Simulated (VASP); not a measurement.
Input of a VASP 6.6.1 run:

The input INCAR:

```
SYSTEM = CeO2
PREC = Accurate ; ENCUT = 520
EDIFF = 1E-6 ; ISMEAR = -1
SIGMA = 0.05 ; LREAL = .FALSE.
LASPH = .TRUE. ; NELM = 150
ALGO = Normal ; ISIF = 2
LWAVE = .FALSE. ; LCHARG = .FALSE.
ISPIN = 2 ; MAGMOM = 1 0 0
LORBIT = 11 ; LMAXMIX = 6
NBANDS = 23
```

File KPOINTS:

```
regular mesh
0
G
  9 9 9
  0 0 0
```

The input POSCAR:

```
CeO2
1.0
    0.0000000000      2.7566762073      2.7566762073
    2.7566762073      0.0000000000      2.7566762073
    2.7566762073      2.7566762073      0.0000000000
Ce O
1 2
Direct
    0.0000000000      0.0000000000      0.0000000000
    0.7500000000      0.7500000000      0.7500000000
    0.2500000000      0.2500000000      0.2500000000
```

Potentials or basis: VASP PAW LDA potentials, release 64 (Ce, O).

Launch:

```bash
$ cat potpaw_LDA.64/Ce/POTCAR potpaw_LDA.64/O/POTCAR > POTCAR
$ mpirun -np 1 vasp_std > vasp.out
```

(1) Estimate the net moment.

(2) Predict the pressure.

(3) Estimate the band gap on the k mesh.

Answers

(1) 0.00 μB per cell.

(2) -14.2 GPa.

(3) 1.78 eV (least direct gap 1.83 eV).

Caveat: the magnetic or orbital state may not be the lowest; the cell stands under tension; the moments typed at the start vanished in this run; spin-orbit coupling is left out, which moves the levels of the heavy elements; an odd mesh through Γ misses points on the zone boundary, where band edges can lie.
